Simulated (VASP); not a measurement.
**TiAu: single point with LDA**

Crystal: TiAu.

```xyz
2
Lattice="3.2540 0.0000 0.0000 0.0000 3.2540 0.0000 0.0000 0.0000 3.2540" Properties=species:S:1:pos:R:3 pbc="T T T"
Ti    1.6270    1.6270    1.6270
Au    0.0000    0.0000    0.0000
```

```json
{
  "Program": "VASP 6.6.1",
  "Task": "single point",
  "Functional": "LDA",
  "Potentials or basis": "VASP PAW LDA potentials, release 64 (Ti_sv, Au)",
  "Cutoff": "520 eV",
  "k mesh": "5 × 5 × 5",
  "Occupations": "methfessel-paxton, width 0.1 eV",
  "Spin": "no spin polarisation",
  "Dipole correction": "no",
  "Further INCAR settings": "ALGO = Normal; EDIFF = 1e-06; NBANDS = 18"
}
```

```
Pressure : -9.0 GPa
```

Levels at points of the mesh, in eV from the Fermi level:
| k point | band 8 | band 9 | band 10 | band 11 | band 12 | band 13 | band 14 | band 15 |
| --- | --- | --- | --- | --- | --- | --- | --- | --- |
| (0.00, 0.00, 0.00) | -4.36 | -4.36 | -4.36 | 0.26 | 0.26 | 1.91 | 1.91 | 1.91 |

It took 4.7 s on 1 thread of Intel(R) Xeon(R) Platinum 8259CL CPU @ 2.50GHz (Skylake/Cascade Lake), with other jobs on the host, peak memory 0.13 GiB.

Caveat: the k points lie up to 0.39 Å⁻¹ apart; spin-orbit coupling is left out, which moves the levels of the heavy elements.
